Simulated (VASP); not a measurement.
# SiC (P6_3mc) in VASP: notebook

Runs on SiC. Level: PBE. Tasks: single point.

Everything below comes from runs of VASP 6.6.1. Logs are shortened: lines on timing, memory, paths and dates and some standing lists are left out, and cuts for length are marked.

### 1 The cell of the first run

It takes space group P6_3mc (No. 186, hexagonal). Conventional cell: a = 3.022 Å, b = 3.022 Å, c = 9.589 Å, α = 90.00°, β = 90.00°, γ = 120.00°. Within 2.4 Å of Si (site symmetry 3m) lie 4 C at 1.80 to 1.85 Å. Within 2.4 Å of Si (site symmetry 3m) lie 4 C at 1.80 to 1.84 Å. C (site symmetry 3m) has 4 Si at 1.80 to 1.84 Å within 2.4 Å. C (site symmetry 3m) has 4 Si at 1.80 to 1.85 Å within 2.4 Å.

### 2 Single point, PBE

File INCAR:

```
SYSTEM = SiC
PREC = Accurate
ENCUT = 520
EDIFF = 1E-6
ISMEAR = 0
SIGMA = 0.05
LREAL = .FALSE.
LASPH = .TRUE.
NELM = 60
ALGO = Normal
ISIF = 2
LWAVE = .FALSE.
LCHARG = .FALSE.
GGA = PE
NBANDS = 26
```

File KPOINTS:

```
Automatic mesh
0
G
  12 12 4
  0 0 0
```

File POSCAR:

```
SiC
1.0
    3.0219000000      0.0000000000      0.0000000000
   -1.5109500000      2.6170421677      0.0000000000
    0.0000000000      0.0000000000      9.5889000000
Si C
4 4
Direct
    0.6666666667      0.3333333333      0.9378436843
    0.3333333333      0.6666666667      0.4378436843
    0.0000000000      0.0000000000      0.6878989045
    0.0000000000      0.0000000000      0.1878989045
    0.6666666667      0.3333333333      0.7498087506
    0.3333333333      0.6666666667      0.2498087506
    0.0000000000      0.0000000000      0.5004476606
    0.0000000000      0.0000000000      0.0004476606
```

Potentials or basis: VASP PAW PBE potentials, release 64 (Si, C).

Command:

```sh
> cat potpaw_PBE.64/Si/POTCAR potpaw_PBE.64/C/POTCAR > POTCAR
> mpirun -np 1 vasp_std > vasp.out
```

OUTCAR:

```text
SYSTEM = SiC
   PREC = Accurate
   ENCUT = 520
   EDIFF = 1E-6
   ISMEAR = 0
   LREAL = .FALSE.
   LASPH = .TRUE.
   NELM = 60
   ISIF = 2
   GGA = PE

 ion  position               nearest neighbor table
   1  0.667  0.333  0.938-   5 1.80   8 1.85   8 1.85   8 1.85   3 2.96   3 2.96   3 2.96   4 2.97
                             4 2.97   4 2.97
   2  0.333  0.667  0.438-   6 1.80   7 1.85   7 1.85   7 1.85   4 2.96   4 2.96   4 2.96   3 2.97
                             3 2.97   3 2.97
   3  0.000  0.000  0.688-   7 1.80   5 1.84   5 1.84   5 1.84   1 2.96   1 2.96   1 2.96   2 2.97
                             2 2.97   2 2.97
   4  0.000  0.000  0.188-   8 1.80   6 1.84   6 1.84   6 1.84   2 2.96   2 2.96   2 2.96   1 2.97
                             1 2.97   1 2.97
   5  0.667  0.333  0.750-   1 1.80   3 1.84   3 1.84   3 1.84
   6  0.333  0.667  0.250-   2 1.80   4 1.84   4 1.84   4 1.84
   7  0.000  0.000  0.500-   3 1.80   2 1.85   2 1.85   2 1.85
   8  0.000  0.000  0.000-   4 1.80   1 1.85   1 1.85   1 1.85

  LATTYP: Found a hexagonal cell.
 ALAT       =     3.0219000000
 C/A-ratio  =     3.1731361064

  Lattice vectors:

 A1 = (   3.0219000000,   0.0000000000,   0.0000000000)
 A2 = (  -1.5109500000,   2.6170421677,   0.0000000000)
 A3 = (   0.0000000000,   0.0000000000,   9.5889000000)

Analysis of symmetry for initial positions (statically):
=====================================================================
 Subroutine PRICEL returns:
 Original cell was already a primitive cell.

 Routine SETGRP: Setting up the symmetry group for a
 hexagonal supercell.

 Subroutine GETGRP returns: Found 12 space group operations
 (whereof  6 operations were pure point group operations)
 out of a pool of 24 trial point group operations.

The static configuration has the point symmetry C_3v.
 The point group associated with its full space group is C_6v.

Analysis of symmetry for dynamics (positions and initial velocities):
=====================================================================
 Subroutine PRICEL returns:
 Original cell was already a primitive cell.

 Routine SETGRP: Setting up the symmetry group for a
 hexagonal supercell.

 Subroutine GETGRP returns: Found 12 space group operations
 (whereof  6 operations were pure point group operations)
 out of a pool of 24 trial point group operations.

The dynamic configuration has the point symmetry C_3v.
 The point group associated with its full space group is C_6v.

 Subroutine INISYM returns: Found 12 space group operations
 (whereof  6 operations are pure point group operations),
 and found     1 'primitive' translations

----------------------------------------------------------------------------------------

                                     Primitive cell

  volume of cell :      75.8332

  direct lattice vectors                    reciprocal lattice vectors
     3.021900000  0.000000000  0.000000000     0.330917635  0.191055385  0.000000000
    -1.510950000  2.617042168  0.000000000     0.000000000  0.382110771  0.000000000
     0.000000000  0.000000000  9.588900000     0.000000000  0.000000000  0.104287249

  length of vectors
     3.021900000  3.021900000  9.588900000     0.382110771  0.382110771  0.104287249

  position of ions in fractional coordinates (direct lattice)
     0.666666667  0.333333333  0.937843684
     0.333333333  0.666666667  0.437843684
     0.000000000  0.000000000  0.687898905
     0.000000000  0.000000000  0.187898905
     0.666666667  0.333333333  0.749808751
     0.333333333  0.666666667  0.249808751
     0.000000000  0.000000000  0.500447661
     0.000000000  0.000000000  0.000447661

  ion indices of the primitive-cell ions
   primitive index   ion index
                 1           1
                 2           2
                 3           3
                 4           4
                 5           5
                 6           6
                 7           7
                 8           8

----------------------------------------------------------------------------------------

 KPOINTS: Automatic mesh

Automatic generation of k-mesh.
 Grid dimensions read from file:
 generate k-points for:   12   12    4

 Generating k-lattice:

  Cartesian coordinates                     Fractional coordinates (reciprocal lattice)
     0.027576470  0.015921282  0.000000000     0.083333333  0.000000000  0.000000000
     0.000000000  0.031842564  0.000000000     0.000000000  0.083333333  0.000000000
     0.000000000  0.000000000  0.026071812     0.000000000  0.000000000  0.250000000

  Length of vectors
     0.031842564  0.031842564  0.026071812

  Shift w.r.t. Gamma in fractional coordinates (k-lattice)
     0.000000000  0.000000000  0.000000000

 Subroutine IBZKPT returns following result:
 ===========================================

 Found     57 irreducible k-points:

 Following reciprocal coordinates:
            Coordinates               Weight
  0.000000  0.000000  0.000000      1.000000
  0.083333 -0.000000  0.000000      6.000000
  0.166667 -0.000000  0.000000      6.000000
  0.250000 -0.000000  0.000000      6.000000
  0.333333  0.000000  0.000000      6.000000
  0.416667 -0.000000  0.000000      6.000000
[... 16 lines left out ...]
  0.250000 -0.000000  0.250000     12.000000
  0.333333  0.000000  0.250000     12.000000
 [... further k-points ...]
   k-points           NKPTS =     57   k-points in BZ     NKDIM =     57   number of bands    NBANDS=     26
   number of dos      NEDOS =    301   number of ions     NIONS =      8
   total plane-waves  NPLWV =  41472
   dimension x,y,z NGX =    24 NGY =   24 NGZ =   72
   dimension x,y,z NGXF=    48 NGYF=   48 NGZF=  144
   ions per type =               4   4
   NGX,Y,Z   is equivalent  to a cutoff of  13.20, 13.20, 12.48 a.u.
   NGXF,Y,Z  is equivalent  to a cutoff of  26.41, 26.41, 24.97 a.u.
 SYSTEM =  SiC
   PREC   = accura    normal or accurate (medium, high low for compatibility)
   ISTART =      0    job   : 0-new  1-cont  2-samecut
   ICHARG =      2    charge: 1-file 2-atom 10-const
   ISPIN  =      1    spin polarized calculation?
   LNONCOLLINEAR =      F non collinear calculations
   LSORBIT =      F    spin-orbit coupling
   LASPH  =      T    aspherical Exc in radial PAW
   ENCUT  =  520.0 eV  38.22 Ry    6.18 a.u.   5.62  5.62 17.83*2*pi/ulx,y,z
   NELM   =     60;   NELMIN=  2; NELMDL= -5     # of ELM steps
   EDIFF  = 0.1E-05   stopping-criterion for ELM
   LREAL  =      F    real-space projection
   EDIFFG = 0.1E-04   stopping-criterion for IOM
   NSW    =      0    number of steps for IOM
   IBRION =     -1    ionic relax: 0-MD 1-quasi-New 2-CG
   NFREE  =      0    steps in history (QN), initial steepest desc. (CG)
   ISIF   =      2    stress and relaxation
   ISYM   =      2    0-nonsym 1-usesym 2-fastsym
   POTIM  = 0.5000    time-step for ionic-motion
   TEBEG  =    0.0;   TEEND  =   0.0 temperature during run
   PSTRESS=    0.0 pullay stress
   NELECT =      32.0000    total number of electrons
   NUPDOWN=      -1.0000    fix difference up-down
   EMIN   =  10.00;   EMAX   =-10.00  energy-range for DOS
   EFERMI =   0.00;   METHOD = LEGACY
   ISMEAR =     0;   SIGMA  =   0.05  broadening in eV -4-tet -1-fermi 0-gaus
   EFERMI_NEDOS =   21; number of points for ismear=-14 and -15
   IALGO  =     38    algorithm
   IMIX   =      4    mixing-type and parameters
     AMIX     =   0.40;   BMIX     =  1.00
     AMIX_MAG =   1.60;   BMIX_MAG =  1.00
  volume/ion in A,a.u.               =       9.48        63.97
  Fermi-wavevector in a.u.,A,eV,Ry     =   1.227924  2.320441 20.514841  1.507798
  Thomas-Fermi vector in A             =   2.362869
   LORBIT       =      0    0 simple, 1 ext, 2 COOP (PROOUT), +10 PAW based schemes
   GGA     = PE    functional components
   LHFCALC =     F    Hartree Fock is set to
   AEXX    =    0.0000 exact exchange contribution
   IVDW    =     0    specifies the selected vdW correction
   LEPSILON=     F    determine dielectric tensor
   LRPA    =     F    only Hartree local field effects (RPA)
 non-spin polarized calculation
 Gauss-broadening in eV      SIGMA  =   0.05
  energy-cutoff  :      520.00
  volume of cell :       75.83
 maximum number of plane-waves:      2064
 NGX is ok and might be reduce to    24
   NGX = 11   NGY = 11   NGZ = 35

 number of electron      31.9999996 magnetization

 Free energy of the ion-electron system (eV)
  ---------------------------------------------------
  ext. energy  EPLUGINS =         0.00000000
  ---------------------------------------------------
  free energy    TOTEN  =       -59.52440125 eV

  energy without entropy =      -59.52440125  energy(sigma->0) =      -59.52440125

 E-fermi :   9.4943     XC(G=0): -11.7379

 val. band max:        9.2702295337   @ k =   0.0000   0.0000   0.0000
 cond. band min:      11.4669608428   @ k =   0.5000  -0.0000   0.0000
 fundamental gap:      2.1967313091
 Fermi energy:         9.4943409684

 k-point     1 :       0.0000    0.0000    0.0000
  band No.  band energies     occupation
      1      -7.0015      2.00000
      2      -5.6830      2.00000
      3      -5.6246      2.00000
      4      -2.8325      2.00000
      5       0.1490      2.00000
      6       4.8983      2.00000
[... 18 lines left out ...]
     25      17.5605      0.00000
     26      17.5984      0.00000

 k-point     2 :       0.0833   -0.0000    0.0000
  band No.  band energies     occupation
      1      -6.8754      2.00000
      2      -5.5613      2.00000
      3      -5.5022      2.00000
      4      -2.7297      2.00000
      5       0.2673      2.00000
      6       4.9222      2.00000
[... 18 lines left out ...]
     25      17.3960      0.00000
[... 608 lines left out ...]
     25      18.5293      0.00000
     26      18.6166      0.00000

 k-point    24 :       0.3333    0.0000    0.2500
  band No.  band energies     occupation
      1      -4.9767      2.00000
      2      -4.3445      2.00000
      3      -3.1604      2.00000
      4      -1.8172      2.00000
      5       1.6170      2.00000
      6       2.1242      2.00000
[... 18 lines left out ...]
     25      18.5143      0.00000
     26      18.9536      0.00000

 [... further k-points ...]

------------------------ aborting loop because EDIFF is reached ----------------------------------------

  FORCE on cell =-STRESS in cart. coord.  units (eV):
  Direction    XX          YY          ZZ          XY          YZ          ZX
  --------------------------------------------------------------------------------------
  -------------------------------------------------------------------------------------
  Total        9.1720886      9.1720886     19.5389904      0.0000000      0.0000000      0.0000000
  in kB      193.7845839    193.7845839    412.8127502      0.0000000      0.0000000      0.0000000
  external PRESSURE =     266.7939726 kB  Pullay stress =       0.0000000 kB

 VOLUME and BASIS-vectors are now :
 -----------------------------------------------------------------------------
  energy-cutoff  :      520.00
  volume of cell :       75.83
      direct lattice vectors                 reciprocal lattice vectors
     3.021900000  0.000000000  0.000000000     0.330917635  0.191055385  0.000000000
    -1.510950000  2.617042168  0.000000000     0.000000000  0.382110771  0.000000000
     0.000000000  0.000000000  9.588900000     0.000000000  0.000000000  0.104287249

 POSITION                                       TOTAL-FORCE (eV/Angst)
 -----------------------------------------------------------------------------------
      1.51095      0.87235      8.99289        -0.000000      0.000000      0.483546
     -0.00000      1.74469      4.19844         0.000000      0.000000      0.483546
      0.00000      0.00000      6.59619        -0.000000      0.000000      0.599799
      0.00000      0.00000      1.80174         0.000000     -0.000000      0.599799
      1.51095      0.87235      7.18984        -0.000000     -0.000000     -0.549725
     -0.00000      1.74469      2.39539         0.000000      0.000000     -0.549725
      0.00000      0.00000      4.79874         0.000000      0.000000     -0.533620
      0.00000      0.00000      0.00429        -0.000000     -0.000000     -0.533620
 -----------------------------------------------------------------------------------
    total drift:                               -0.000000     -0.000000     -0.000907

  FREE ENERGIE OF THE ION-ELECTRON SYSTEM (eV)
  ---------------------------------------------------
  free  energy   TOTEN  =       -59.5244012464 eV

  energy  without entropy=      -59.5244012464  energy(sigma->0) =      -59.52440125
```

Run time: 38 s. Hardware: 1 thread of Intel Xeon 6975P-C (Granite Rapids), shared host; peak memory 0.23 GiB.

Results:

- Free energy: -59.5244 eV
- Pressure: 26.7 GPa
- Largest force: 0.600 eV/Å
- Band gap on the k mesh: 2.20 eV, indirect (least direct gap 3.37 eV)

Forces in eV/Å, atoms in the order of the input:
```
Si   0.000  0.000  0.484
Si   0.000  0.000  0.484
Si   0.000  0.000  0.600
Si   0.000  0.000  0.600
C    0.000  0.000 -0.550
C    0.000  0.000 -0.550
C    0.000  0.000 -0.534
C    0.000  0.000 -0.534
```

A k mesh can miss the band edges. As with any semilocal functional, this PBE gap is likely too small.

(Part 1 of 2 ends here.)
